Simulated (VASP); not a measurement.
# AgAs (Pm) in VASP: a series of runs

Runs on AgAs. Level: PBE. Tasks: single point.

All numbers are computed with VASP 6.6.1; they aren't measurements. Logs are shortened: lines on timing, memory, paths and dates and some standing lists are left out, and cuts for length are marked.

### Step 1. The cell of the first run

It takes space group Pm (No. 6, monoclinic). Conventional cell: a = 4.991 Å, b = 2.961 Å, c = 5.173 Å, α = 90.00°, β = 90.00°, γ = 90.00°. Ag (site symmetry m) has 4 Ag at 2.96 to 3.02 Å and 8 As at 2.98 to 3.03 Å within 3.9 Å. Ag (site symmetry m) has 8 As at 2.87 to 3.20 Å and 4 Ag at 2.96 to 3.02 Å within 3.8 Å. As (site symmetry m) has 4 As at 2.86 to 3.19 Å and 8 Ag at 2.98 to 3.03 Å within 3.8 Å. Within 3.8 Å of As (site symmetry m) lie 4 As at 2.86 to 3.19 Å and 8 Ag at 2.87 to 3.20 Å.

### Step 2. Single point, PBE

File INCAR:

```
PREC = Accurate ; ENCUT = 520
EDIFF = 1E-6 ; ISMEAR = -1
SIGMA = 0.1 ; LREAL = F
LASPH = T ; NELM = 80
ALGO = Normal ; ISIF = 2
LWAVE = F ; LCHARG = T
GGA = PE ; LELF = T
LVHAR = T ; NBANDS = 24
```

File KPOINTS:

```
regular mesh
0
Gamma
  4 7 4
```

File POSCAR:

```
AgAs
1.0
    4.9913820000      0.0000000000      0.0000000000
    0.0000000000      2.9607890000      0.0000000000
    0.0000000000      0.0000000000      5.1726990000
Ag As
2 2
Direct
    0.2500000000      0.0000000000      0.8352290000
    0.7500000000      0.0000000000      0.1647710000
    0.7500000000      0.5000000000      0.6656450000
    0.2099309370      0.5000000000      0.3343550000
```

Potentials or basis: VASP PAW PBE potentials, release 64 (Ag, As).

Command:

```console
> cat potpaw_PBE.64/Ag/POTCAR potpaw_PBE.64/As/POTCAR > POTCAR
> mpirun -np 1 vasp_std > vasp.out
```

OUTCAR:

```text
PREC = Accurate
   ENCUT = 520
   EDIFF = 1E-6
   ISMEAR = -1
   LREAL = F
   LASPH = T
   NELM = 80
   ISIF = 2
   GGA = PE

 ion  position               nearest neighbor table
   1  0.250  0.000  0.835-   4 2.98   4 2.98   4 2.99   4 2.99   2 3.02   2 3.02   3 3.03   3 3.03
                             3 3.03   3 3.03
   2  0.750  0.000  0.165-   4 2.87   4 2.87   3 2.98   3 2.98   3 2.98   3 2.98   1 3.02   1 3.02
                             4 3.20   4 3.20
   3  0.750  0.500  0.666-   4 2.86   2 2.98   2 2.98   2 2.98   2 2.98   1 3.03   1 3.03   1 3.03
                             1 3.03
   4  0.210  0.500  0.334-   3 2.86   2 2.87   2 2.87   1 2.98   1 2.98   1 2.99   1 2.99   2 3.20
                             2 3.20

  LATTYP: Found a simple orthorhombic cell.
 ALAT       =     2.9607890000
 B/A-ratio  =     1.6858283383
 C/A-ratio  =     1.7470677580

  Lattice vectors:

 A1 = (   0.0000000000,  -2.9607890000,   0.0000000000)
 A2 = (   4.9913820000,   0.0000000000,   0.0000000000)
 A3 = (   0.0000000000,   0.0000000000,   5.1726990000)

Analysis of symmetry for initial positions (statically):
=====================================================================
 Subroutine PRICEL returns:
 Original cell was already a primitive cell.

 Routine SETGRP: Setting up the symmetry group for a
 simple orthorhombic supercell.

 Subroutine GETGRP returns: Found  2 space group operations
 (whereof  2 operations were pure point group operations)
 out of a pool of  8 trial point group operations.

The static configuration has the point symmetry C_1h.

Analysis of symmetry for dynamics (positions and initial velocities):
=====================================================================
 Subroutine PRICEL returns:
 Original cell was already a primitive cell.

 Routine SETGRP: Setting up the symmetry group for a
 simple orthorhombic supercell.

 Subroutine GETGRP returns: Found  2 space group operations
 (whereof  2 operations were pure point group operations)
 out of a pool of  8 trial point group operations.

The dynamic configuration has the point symmetry C_1h.

 Subroutine INISYM returns: Found  2 space group operations
 (whereof  2 operations are pure point group operations),
 and found     1 'primitive' translations

----------------------------------------------------------------------------------------

                                     Primitive cell

  volume of cell :      76.4444

  direct lattice vectors                    reciprocal lattice vectors
     4.991382000  0.000000000  0.000000000     0.200345315  0.000000000  0.000000000
     0.000000000  2.960789000  0.000000000     0.000000000  0.337747810  0.000000000
     0.000000000  0.000000000  5.172699000     0.000000000  0.000000000  0.193322674

  length of vectors
     4.991382000  2.960789000  5.172699000     0.200345315  0.337747810  0.193322674

  position of ions in fractional coordinates (direct lattice)
     0.250000000  0.000000000  0.835229000
     0.750000000  0.000000000  0.164771000
     0.750000000  0.500000000  0.665645000
     0.209930937  0.500000000  0.334355000

  ion indices of the primitive-cell ions
   primitive index   ion index
                 1           1
                 2           2
                 3           3
                 4           4

----------------------------------------------------------------------------------------

 KPOINTS: regular mesh

Automatic generation of k-mesh.
 Grid dimensions read from file:
 generate k-points for:    4    7    4

 Generating k-lattice:

  Cartesian coordinates                     Fractional coordinates (reciprocal lattice)
     0.050086329  0.000000000  0.000000000     0.250000000  0.000000000  0.000000000
     0.000000000  0.048249687  0.000000000     0.000000000  0.142857143  0.000000000
     0.000000000  0.000000000  0.048330668     0.000000000  0.000000000  0.250000000

  Length of vectors
     0.050086329  0.048249687  0.048330668

  Shift w.r.t. Gamma in fractional coordinates (k-lattice)
     0.000000000  0.000000000  0.000000000

 Subroutine IBZKPT returns following result:
 ===========================================

 Found     40 irreducible k-points:

 Following reciprocal coordinates:
            Coordinates               Weight
  0.000000  0.000000  0.000000      1.000000
  0.250000  0.000000  0.000000      2.000000
  0.500000  0.000000  0.000000      1.000000
  0.000000  0.142857  0.000000      2.000000
  0.250000  0.142857  0.000000      4.000000
  0.500000  0.142857  0.000000      2.000000
[... 16 lines left out ...]
  0.250000 -0.285714 -0.250000      4.000000
  0.500000  0.285714  0.250000      4.000000
 [... further k-points ...]
   k-points           NKPTS =     40   k-points in BZ     NKDIM =     40   number of bands    NBANDS=     24
   number of dos      NEDOS =    301   number of ions     NIONS =      4
   total plane-waves  NPLWV =  38400
   dimension x,y,z NGX =    40 NGY =   24 NGZ =   40
   dimension x,y,z NGXF=    80 NGYF=   48 NGZF=   80
   ions per type =               2   2
   NGX,Y,Z   is equivalent  to a cutoff of  13.32, 13.48, 12.86 a.u.
   NGXF,Y,Z  is equivalent  to a cutoff of  26.65, 26.95, 25.71 a.u.
 SYSTEM =  unknown system
   PREC   = accura    normal or accurate (medium, high low for compatibility)
   ISTART =      0    job   : 0-new  1-cont  2-samecut
   ICHARG =      2    charge: 1-file 2-atom 10-const
   ISPIN  =      1    spin polarized calculation?
   LNONCOLLINEAR =      F non collinear calculations
   LSORBIT =      F    spin-orbit coupling
   LASPH  =      T    aspherical Exc in radial PAW
   ENCUT  =  520.0 eV  38.22 Ry    6.18 a.u.   9.28  5.51  9.62*2*pi/ulx,y,z
   NELM   =     80;   NELMIN=  2; NELMDL= -5     # of ELM steps
   EDIFF  = 0.1E-05   stopping-criterion for ELM
   LREAL  =      F    real-space projection
   EDIFFG = 0.1E-04   stopping-criterion for IOM
   NSW    =      0    number of steps for IOM
   IBRION =     -1    ionic relax: 0-MD 1-quasi-New 2-CG
   NFREE  =      0    steps in history (QN), initial steepest desc. (CG)
   ISIF   =      2    stress and relaxation
   ISYM   =      2    0-nonsym 1-usesym 2-fastsym
   POTIM  = 0.5000    time-step for ionic-motion
   TEBEG  =    0.0;   TEEND  =   0.0 temperature during run
   PSTRESS=    0.0 pullay stress
   NELECT =      32.0000    total number of electrons
   NUPDOWN=      -1.0000    fix difference up-down
   EMIN   =  10.00;   EMAX   =-10.00  energy-range for DOS
   EFERMI =   0.00;   METHOD = LEGACY
   ISMEAR =    -1;   SIGMA  =   0.10  broadening in eV -4-tet -1-fermi 0-gaus
   EFERMI_NEDOS =   21; number of points for ismear=-14 and -15
   IALGO  =     38    algorithm
   IMIX   =      4    mixing-type and parameters
     AMIX     =   0.40;   BMIX     =  1.00
     AMIX_MAG =   1.60;   BMIX_MAG =  1.00
  volume/ion in A,a.u.               =      19.11       128.97
  Fermi-wavevector in a.u.,A,eV,Ry     =   1.224643  2.314241 20.405359  1.499752
  Thomas-Fermi vector in A             =   2.359711
   LORBIT       =      0    0 simple, 1 ext, 2 COOP (PROOUT), +10 PAW based schemes
   GGA     = PE    functional components
   LHFCALC =     F    Hartree Fock is set to
   AEXX    =    0.0000 exact exchange contribution
   IVDW    =     0    specifies the selected vdW correction
   LEPSILON=     F    determine dielectric tensor
   LRPA    =     F    only Hartree local field effects (RPA)
 non-spin polarized calculation
  energy-cutoff  :      520.00
  volume of cell :       76.44
 maximum number of plane-waves:      2080
 NGX is ok and might be reduce to    40
   NGX = 19   NGY = 11   NGZ = 19

 number of electron      32.0000005 magnetization

 Free energy of the ion-electron system (eV)
  ---------------------------------------------------
  ext. energy  EPLUGINS =         0.00000000
  ---------------------------------------------------
  free energy    TOTEN  =       -13.90437146 eV

  energy without entropy =      -13.85701770  energy(sigma->0) =      -13.88069458

 E-fermi :   6.9390     XC(G=0): -11.1365

 val. band max:        6.9066004302   @ k =   0.0000   0.2857   0.0000
 cond. band min:       7.0253804540   @ k =   0.2500   0.0000  -0.2500
 fundamental gap:      0.1187800238
 Fermi energy:         6.9389992067

 k-point     1 :       0.0000    0.0000    0.0000
  band No.  band energies     occupation
      1      -6.3103      2.00000
      2      -4.0214      2.00000
      3       1.2290      2.00000
      4       1.2906      2.00000
      5       1.4734      2.00000
      6       1.7217      2.00000
[... 16 lines left out ...]
     23      17.5015      0.00000
     24      18.0023      0.00000

 k-point     2 :       0.2500    0.0000    0.0000
  band No.  band energies     occupation
      1      -6.0471      2.00000
      2      -4.3535      2.00000
      3       1.0955      2.00000
      4       1.2790      2.00000
      5       1.5916      2.00000
      6       1.7490      2.00000
[... 16 lines left out ...]
     23      15.8792      0.00000
     24      17.2539      0.00000

 k-point     3 :       0.5000    0.0000    0.0000
  band No.  band energies     occupation
      1      -5.5687      2.00000
      2      -4.9147      2.00000
      3       1.0904      2.00000
      4       1.2334      2.00000
      5       1.5956      2.00000
      6       1.6219      2.00000
[... 16 lines left out ...]
     23      16.0099      0.00000
     24      16.5794      0.00000
[... 514 lines left out ...]
 k-point    23 :       0.2500   -0.2857   -0.2500
  band No.  band energies     occupation
      1      -4.8016      2.00000
      2      -3.3385      2.00000
      3       1.2767      2.00000
      4       1.3868      2.00000
      5       1.4817      2.00000
      6       1.9643      2.00000
[... 16 lines left out ...]
     23      13.8391      0.00000
     24      15.7503      0.00000

 k-point    24 :       0.5000    0.2857    0.2500
  band No.  band energies     occupation
      1      -4.4108      2.00000
      2      -3.7859      2.00000
      3       1.2487      2.00000
      4       1.3302      2.00000
      5       1.7114      2.00000
      6       1.7980      2.00000
[... 16 lines left out ...]
     23      14.4113      0.00000
     24      14.7162      0.00000

 [... further k-points ...]

------------------------ aborting loop because EDIFF is reached ----------------------------------------

  FORCE on cell =-STRESS in cart. coord.  units (eV):
  Direction    XX          YY          ZZ          XY          YZ          ZX
  --------------------------------------------------------------------------------------
  -------------------------------------------------------------------------------------
  Total        0.4075591     -1.1402740      0.2834279      0.0000000      0.0000000     -0.1180045
  in kB        8.5419241    -23.8987027      5.9402911      0.0000000      0.0000000     -2.4732252
  external PRESSURE =      -3.1388292 kB  Pullay stress =       0.0000000 kB

 VOLUME and BASIS-vectors are now :
 -----------------------------------------------------------------------------
  energy-cutoff  :      520.00
  volume of cell :       76.44
      direct lattice vectors                 reciprocal lattice vectors
     4.991382000  0.000000000  0.000000000     0.200345315  0.000000000  0.000000000
     0.000000000  2.960789000  0.000000000     0.000000000  0.337747810  0.000000000
     0.000000000  0.000000000  5.172699000     0.000000000  0.000000000  0.193322674

 POSITION                                       TOTAL-FORCE (eV/Angst)
 -----------------------------------------------------------------------------------
      1.24785      0.00000      4.32039         0.031426      0.000000      0.100892
      3.74354      0.00000      0.85231        -0.222826      0.000000     -0.167390
      3.74354      1.48039      3.44318        -0.150374      0.000000      0.192784
      1.04785      1.48039      1.72952         0.341774      0.000000     -0.126285
 -----------------------------------------------------------------------------------
    total drift:                                0.000188      0.000000     -0.000075

  FREE ENERGIE OF THE ION-ELECTRON SYSTEM (eV)
  ---------------------------------------------------
  free  energy   TOTEN  =       -13.9043714615 eV

  energy  without entropy=      -13.8570177005  energy(sigma->0) =      -13.88069458
```

It took 87 s on 1 thread of Intel Xeon 8259CL, shared host; peak memory 0.22 GiB.

Results:

```yaml
Free_energy: -13.9044 eV
Pressure: -0.3 GPa
Largest_force: 0.364 eV/Å
Band_gap_on_the_k_mesh: zero (bands 16 and 17 overlap by 2.13 eV)
```

Forces on the atoms (eV/Å):
```
Ag   0.031  0.000  0.101
Ag  -0.223  0.000 -0.167
As  -0.150  0.000  0.193
As   0.342  0.000 -0.126
```

Stress tensor (GPa, compression positive):
```
 0.85  0.00 -0.25
 0.00 -2.39  0.00
-0.25  0.00  0.59
```

### Step 3. Single point, PBE

File INCAR:

```
SYSTEM = AgAs
ALGO = Normal ; EDIFF = 1E-6
ENCUT = 520 ; GGA = PE
ISIF = 2 ; ISMEAR = -1
LASPH = .True. ; LCHARG = .True.
LELF = .True. ; LREAL = .False.
LVHAR = .True. ; LWAVE = .False.
NBANDS = 24 ; NELM = 100
PREC = Accurate ; SIGMA = 0.1
```

File KPOINTS:

```
k-points
0
Gamma
  4 7 4
  0 0 0
```

POSCAR, as its differences from that of step 2:

```diff
@@ -11,2 +11,2 @@
     0.7500000000      0.5000000000      0.6656450000
-    0.2099309370      0.5000000000      0.3343550000
+    0.2900690630      0.5000000000      0.3343550000
```

Potentials or basis: VASP PAW PBE potentials, release 64 (Ag, As).

Command:

```console
> cat potpaw_PBE.64/Ag/POTCAR potpaw_PBE.64/As/POTCAR > POTCAR
> mpirun -np 1 vasp_std > vasp.out
```

It took 84 s on 1 thread of Intel Xeon 8259CL, shared host; peak memory 0.22 GiB.

The run converged. Its results:

- Free energy: -13.9044 eV
- Pressure: -0.3 GPa
- Largest force: 0.364 eV/Å
- Band gap on the k mesh: zero (bands 16 and 17 overlap by 2.13 eV)

Forces on the atoms (eV/Å):
```
Ag  -0.031  0.000  0.101
Ag   0.223  0.000 -0.167
As   0.150  0.000  0.193
As  -0.342  0.000 -0.126
```

Stress tensor (GPa, compression positive):
```
 0.85  0.00  0.25
 0.00 -2.39  0.00
 0.25  0.00  0.59
```

Levels at points of the mesh, in eV from the Fermi level:
| k point | band 14 | band 15 | band 16 | band 17 | band 18 | band 19 |
| --- | --- | --- | --- | --- | --- | --- |
| (0.00, 0.00, 0.00) | -3.55 | -2.67 | 0.35 | 0.47 | 1.46 | 2.75 |
| (0.50, 0.00, 0.00) | -3.73 | -2.04 | -1.95 | 3.06 | 3.51 | 3.73 |
| (0.00, 0.00, 0.50) | -2.20 | -1.97 | -1.33 | 3.39 | 3.56 | 3.63 |
| (0.50, 0.00, 0.50) | -3.80 | 0.94 | 1.25 | 3.15 | 3.87 | 4.20 |
